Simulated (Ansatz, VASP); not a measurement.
**Two plane-wave programs on InPd**

```xyz
2
Lattice="3.2719 0.0000 0.0000 0.0000 3.2719 0.0000 0.0000 0.0000 3.2719" Properties=species:S:1:pos:R:3 pbc="T T T"
In    0.0000    0.0000    0.0000
Pd    1.6359    1.6359    1.6359
```

Alike in both runs: functional PBE-based screened hybrid with a share of 0.25 of exact exchange and HFSCREEN = 0.3; k mesh 4 × 4 × 4; occupations fermi-dirac, width 0.05 eV; no spin polarisation.

|  | VASP | Ansatz |
| --- | --- | --- |
| version | VASP 6.6.1 | Ansatz 0.2.0 |
| potentials or method | VASP PAW PBE potentials, release 64 (In_d, Pd) | Ansatz PAW |
| plane-wave cutoff (eV) | 520 | 420 |
| valence electrons in the cell | 23 | 31 |
| task | single point | band structure |

|  | VASP | Ansatz | Ansatz less VASP |
| --- | --- | --- | --- |
| gap on the k mesh at the Fermi level (eV) | none | none | - |
| pressure (GPa) | 0.2 | -0.1 | -0.32 |

VASP's potentials were made for PBE, not for PBE-based screened hybrid. A gap of «none» marks a metal or a gap that the smearing closes. VASP's potentials hold 23 valence electrons a cell and Ansatz's 31, so a difference there can come from the potentials and not from the codes.

The k mesh is coarse, so the values compare programs but aren't converged.
